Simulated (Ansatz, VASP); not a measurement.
## Two plane-wave programs on SnSe

```
CELL_PARAMETERS angstrom
0.00000 2.77665 2.77665
2.77665 0.00000 2.77665
2.77665 2.77665 0.00000
ATOMIC_POSITIONS crystal
Sn 0.00000 0.00000 0.00000
Se 0.50000 0.50000 0.50000
```

Alike in both runs: task single point; functional PBEsol; k mesh 8 × 8 × 8; no spin polarisation.

|  | VASP | Ansatz |
| --- | --- | --- |
| version | VASP 6.6.1 | Ansatz 0.2.0 |
| potentials or method | VASP PAW PBE potentials, release 64 (Sn_d, Se), cutoff 500 eV | scalar-relativistic, plane waves, PAW |
| occupations | gaussian, width 0.01 eV | fixed |
| valence electrons in the cell | 20 | 30 |

VASP gave:

- gap on the k mesh at the Fermi level (eV): 0.47
- pressure (GPa): 18.1

**Question.** Which values does Ansatz return?

**Answer.** gap on the k mesh at the Fermi level (eV): 0.47; pressure (GPa): 18.0.

VASP's potentials were made for PBE, not for PBEsol. VASP's potentials hold 20 valence electrons a cell and Ansatz's 30, so a difference there can come from the potentials and not from the codes.
